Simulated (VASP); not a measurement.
# LiNbO3 (R3c) in VASP: a series of runs, part 2 of 3

VASP 6.6.1. Earlier steps stand in the parts before.

## Step 3: Single point, PBE (volume 11.596 Å^3 an atom, c/a of the conventional cell 2.8794)

Contents of INCAR:

```
PREC = Accurate
ENCUT = 520
EDIFF = 1E-6
ISMEAR = 0
SIGMA = 0.05
LREAL = F
LASPH = T
NELM = 60
ALGO = Normal
ISIF = 2
LWAVE = F
LCHARG = F
GGA = PE
NBANDS = 45
```

Contents of KPOINTS:

```
Automatic mesh
0
Gamma
  6 6 6
```

Contents of POSCAR:

```
LiNbO3
1.0
    2.5931976188      1.4971833433      4.9779021490
   -2.5931976188      1.4971833433      4.9779021490
    0.0000000000     -2.9943666865      4.9779021490
Li Nb O
2 2 6
Direct
    0.2815913687      0.2815913687      0.2815913687
    0.7815913687      0.7815913687      0.7815913687
    0.0004900497      0.0004900497      0.0004900497
    0.5004900497      0.5004900497      0.5004900497
    0.1104619503      0.3580262714      0.7211003599
    0.7211003599      0.1104619503      0.3580262714
    0.3580262714      0.7211003599      0.1104619503
    0.2211003599      0.8580262714      0.6104619503
    0.8580262714      0.6104619503      0.2211003599
    0.6104619503      0.2211003599      0.8580262714
```

Potentials or basis: VASP PAW PBE potentials, release 64 (Li_sv, Nb_sv, O).

Launch:

```console
> cat potpaw_PBE.64/Li_sv/POTCAR potpaw_PBE.64/Nb_sv/POTCAR potpaw_PBE.64/O/POTCAR > POTCAR
> mpirun -np 1 vasp_std > vasp.out
```

OUTCAR:

```text
PREC = Accurate
   ENCUT = 520
   EDIFF = 1E-6
   ISMEAR = 0
   LREAL = F
   LASPH = T
   NELM = 60
   ISIF = 2
   GGA = PE

 ion  position               nearest neighbor table
   1  0.282  0.282  0.282-  10 2.10   8 2.10   9 2.10
   2  0.782  0.782  0.782-   6 2.10   7 2.10   5 2.10
   3  0.000  0.000  0.000-   6 1.91   5 1.91   7 1.91   8 2.22  10 2.22   9 2.22
   4  0.500  0.500  0.500-  10 1.91   9 1.91   8 1.91   7 2.22   6 2.22   5 2.22
   5  0.110  0.358  0.721-   3 1.91   2 2.10   4 2.22
   6  0.721  0.110  0.358-   3 1.91   2 2.10   4 2.22
   7  0.358  0.721  0.110-   3 1.91   2 2.10   4 2.22
   8  0.221  0.858  0.610-   4 1.91   1 2.10   3 2.22
   9  0.858  0.610  0.221-   4 1.91   1 2.10   3 2.22
  10  0.610  0.221  0.858-   4 1.91   1 2.10   3 2.22

  LATTYP: Found a trigonal (rhomboedric) cell.
 ALAT       =     5.8091085081
 COS(alpha) =     0.6014505203

  Lattice vectors:

 A1 = (   2.5931976188,   1.4971833433,   4.9779021490)
 A2 = (  -2.5931976188,   1.4971833433,   4.9779021490)
 A3 = (   0.0000000000,  -2.9943666865,   4.9779021490)

Analysis of symmetry for initial positions (statically):
=====================================================================
 Subroutine PRICEL returns:
 Original cell was already a primitive cell.

 Routine SETGRP: Setting up the symmetry group for a
 trigonal (rhombohedral) supercell.

 Subroutine GETGRP returns: Found  6 space group operations
 (whereof  3 operations were pure point group operations)
 out of a pool of 12 trial point group operations.

The static configuration has the point symmetry C_3 .
 The point group associated with its full space group is C_3v.

Analysis of symmetry for dynamics (positions and initial velocities):
=====================================================================
 Subroutine PRICEL returns:
 Original cell was already a primitive cell.

[... 150 lines left out ...]
   LHFCALC =     F    Hartree Fock is set to
   AEXX    =    0.0000 exact exchange contribution
   IVDW    =     0    specifies the selected vdW correction
   LEPSILON=     F    determine dielectric tensor
   LRPA    =     F    only Hartree local field effects (RPA)
 non-spin polarized calculation
 Gauss-broadening in eV      SIGMA  =   0.05
  energy-cutoff  :      520.00
  volume of cell :      115.96
 maximum number of plane-waves:      3151
 NGX is ok and might be reduce to    48
   NGX = 21   NGY = 21   NGZ = 21

 number of electron      67.9999987 magnetization

 Free energy of the ion-electron system (eV)
  ---------------------------------------------------
  ext. energy  EPLUGINS =         0.00000000
  ---------------------------------------------------
  free energy    TOTEN  =       -79.68890537 eV

  energy without entropy =      -79.68890537  energy(sigma->0) =      -79.68890537

 E-fermi :   3.1820     XC(G=0): -10.3536

 val. band max:        2.8541911170   @ k =   0.0000   0.0000   0.0000
 cond. band min:       6.1041352372   @ k =   0.1667   0.1667  -0.0000
 fundamental gap:      3.2499441202
 Fermi energy:         3.1820393204

 k-point     1 :       0.0000    0.0000    0.0000
  band No.  band energies     occupation
      1     -51.6914      2.00000
      2     -51.6826      2.00000
      3     -39.9950      2.00000
      4     -39.9934      2.00000
      5     -27.8737      2.00000
      6     -27.8737      2.00000
[... 1141 lines left out ...]
     44      11.4387      0.00000
     45      12.6794      0.00000

 [... further k-points ...]

------------------------ aborting loop because EDIFF is reached ----------------------------------------

  FORCE on cell =-STRESS in cart. coord.  units (eV):
  Direction    XX          YY          ZZ          XY          YZ          ZX
  --------------------------------------------------------------------------------------
  -------------------------------------------------------------------------------------
  Total       -5.1846198     -5.1846198    -11.3058573     -0.0000000     -0.0000000      0.0000000
  in kB      -71.6340150    -71.6340150   -156.2089366     -0.0000000     -0.0000000      0.0000000
  external PRESSURE =     -99.8256555 kB  Pullay stress =       0.0000000 kB

 VOLUME and BASIS-vectors are now :
 -----------------------------------------------------------------------------
  energy-cutoff  :      520.00
  volume of cell :      115.96
      direct lattice vectors                 reciprocal lattice vectors
     2.593197619  1.497183343  4.977902149     0.192812147  0.111320145  0.066962613
    -2.593197619  1.497183343  4.977902149    -0.192812147  0.111320145  0.066962613
     0.000000000 -2.994366686  4.977902149     0.000000000 -0.222640290  0.066962613

 POSITION                                       TOTAL-FORCE (eV/Angst)
 -----------------------------------------------------------------------------------
      0.00000      0.00000      4.20520         0.000000      0.000000      0.038272
      0.00000      0.00000     11.67206         0.000000      0.000000      0.038272
      0.00000      0.00000      0.00732         0.000000      0.000000      0.693988
      0.00000      0.00000      7.47417         0.000000      0.000000      0.693988
     -0.64198     -1.45783      5.92166         0.299941     -0.503389     -0.244087
      1.58351      0.17294      5.92166         0.285978      0.511451     -0.244087
     -0.94152      1.28489      5.92166        -0.585918     -0.008062     -0.244087
     -1.65167     -0.21230      8.41061         0.585918     -0.008062     -0.244087
      0.64198      1.53654      8.41061        -0.299941     -0.503389     -0.244087
      1.00969     -1.32424      8.41061        -0.285978      0.511451     -0.244087
 -----------------------------------------------------------------------------------
    total drift:                               -0.000000     -0.000000      0.000928

  FREE ENERGIE OF THE ION-ELECTRON SYSTEM (eV)
  ---------------------------------------------------
  free  energy   TOTEN  =       -79.6889053691 eV

  energy  without entropy=      -79.6889053691  energy(sigma->0) =      -79.68890537
```

OSZICAR:

```text
N       E                     dE             d eps       ncg     rms          rms(c)
DAV:   1     0.710052811847E+03    0.71005E+03   -0.36430E+04  2880   0.158E+03
DAV:   2    -0.319636810253E+02   -0.74202E+03   -0.71850E+03  3740   0.534E+02
DAV:   3    -0.925706013751E+02   -0.60607E+02   -0.60030E+02  4112   0.141E+02
DAV:   4    -0.980410636934E+02   -0.54705E+01   -0.54534E+01  5216   0.403E+01
DAV:   5    -0.983513189077E+02   -0.31026E+00   -0.31014E+00  4395   0.634E+00    0.265E+01
DAV:   6    -0.800558246370E+02    0.18295E+02   -0.83178E+01  4024   0.531E+01    0.103E+01
DAV:   7    -0.797205539700E+02    0.33527E+00   -0.98368E+00  4483   0.180E+01    0.517E+00
DAV:   8    -0.797037725115E+02    0.16781E-01   -0.11161E+00  4656   0.740E+00    0.230E+00
DAV:   9    -0.796835753051E+02    0.20197E-01   -0.23086E-01  4023   0.354E+00    0.104E+00
DAV:  10    -0.796896669844E+02   -0.60917E-02   -0.52565E-02  3976   0.168E+00    0.258E-01
DAV:  11    -0.796887353937E+02    0.93159E-03   -0.54861E-03  4240   0.541E-01    0.530E-02
DAV:  12    -0.796889289545E+02   -0.19356E-03   -0.60841E-04  4000   0.160E-01    0.399E-02
DAV:  13    -0.796889094508E+02    0.19504E-04   -0.21725E-04  4966   0.103E-01    0.263E-02
DAV:  14    -0.796889068651E+02    0.25857E-05   -0.29413E-05  4224   0.470E-02    0.652E-03
DAV:  15    -0.796889055775E+02    0.12876E-05   -0.44210E-06  3046   0.145E-02    0.209E-03
DAV:  16    -0.796889053691E+02    0.20835E-06   -0.45722E-07  1920   0.603E-03
   1 F= -.79688905E+02 E0= -.79688905E+02  d E =-.589406E-22
```

It took 3.3 min on 1 thread of Intel Xeon Platinum 8488C (Sapphire Rapids), shared host; peak memory 0.38 GiB.

What came out:

```
Free energy            : -79.6889 eV
Largest force          : 0.694 eV/Å
Band gap on the k mesh : 3.25 eV, indirect (least direct gap 3.26 eV)
```

Forces in eV/Å, atoms in the order of the input:
```
Li   0.000  0.000  0.038
Li   0.000  0.000  0.038
Nb   0.000  0.000  0.694
Nb   0.000  0.000  0.694
O    0.300 -0.503 -0.244
O    0.286  0.511 -0.244
O   -0.586 -0.008 -0.244
O    0.586 -0.008 -0.244
O   -0.300 -0.503 -0.244
O   -0.286  0.511 -0.244
```

Caveat: the cutoff is under 1.25 times the usual one of these potentials, so pressure, stress and relaxed cells hold a basis-set (Pulay) error.

## Step 4: Single point, PBE (volume 11.596 Å^3 an atom, c/a of the conventional cell 2.7885)

Contents of INCAR:

```
SYSTEM = LiNbO3
PREC = Accurate ; ENCUT = 520
EDIFF = 1E-6 ; ISMEAR = 0
SIGMA = 0.05 ; LREAL = .False.
LASPH = .True. ; NELM = 100
ALGO = Normal ; ISIF = 2
LWAVE = .False. ; LCHARG = .True.
GGA = PE ; LELF = .True.
LVHAR = .True. ; NBANDS = 45
```

Contents of KPOINTS:

```
Automatic mesh
0
Gamma
  6 6 6
  0 0 0
```

POSCAR, as its differences from that of step 3:

```diff
@@ -2,5 +2,5 @@
 1.0
-    2.5931976188      1.4971833433      4.9779021490
-   -2.5931976188      1.4971833433      4.9779021490
-    0.0000000000     -2.9943666865      4.9779021490
+    2.6210746973      1.5132781821      4.8725778623
+   -2.6210746973      1.5132781821      4.8725778623
+    0.0000000000     -3.0265563641      4.8725778623
 Li Nb O
```

Launch:

```console
> cat potpaw_PBE.64/Li_sv/POTCAR potpaw_PBE.64/Nb_sv/POTCAR potpaw_PBE.64/O/POTCAR > POTCAR
> mpirun -np 1 vasp_std > vasp.out
```

It took 3.4 min on 1 thread of Intel Xeon Platinum 8488C (Sapphire Rapids), shared host; peak memory 0.38 GiB.

It converged, with:

- Free energy: -79.7802 eV
- Largest force: 0.689 eV/Å
- Band gap on the k mesh: 3.28 eV, indirect (least direct gap 3.29 eV)

Forces in eV/Å, atoms in the order of the input:
```
Li   0.000  0.000  0.028
Li   0.000  0.000  0.028
Nb   0.000  0.000  0.627
Nb   0.000  0.000  0.627
O    0.389 -0.526 -0.218
O    0.261  0.599 -0.218
O   -0.650 -0.074 -0.218
O    0.650 -0.074 -0.218
O   -0.389 -0.526 -0.218
O   -0.261  0.599 -0.218
```

Levels at points of the mesh, in eV from the valence-band top:
| k point | band 31 | band 32 | band 33 | band 34 | band 35 | band 36 | band 37 | band 38 |
| --- | --- | --- | --- | --- | --- | --- | --- | --- |
| (0.00, 0.00, 0.00) | -0.68 | -0.57 | 0.00 | 0.00 | 3.29 | 3.29 | 3.81 | 4.65 |
| (0.50, 0.00, 0.00) | -0.35 | -0.35 | -0.24 | -0.24 | 3.51 | 3.51 | 4.28 | 4.28 |
| (0.50, 0.50, 0.00) | -0.73 | -0.68 | -0.51 | -0.19 | 3.37 | 3.77 | 4.13 | 4.23 |
| (0.50, 0.50, 0.50) | -0.29 | -0.29 | -0.29 | -0.29 | 4.24 | 4.24 | 4.36 | 4.36 |

Caveat: the cutoff is under 1.25 times the usual one of these potentials, so pressure, stress and relaxed cells hold a basis-set (Pulay) error.

(Part 2 of 3 ends here.)
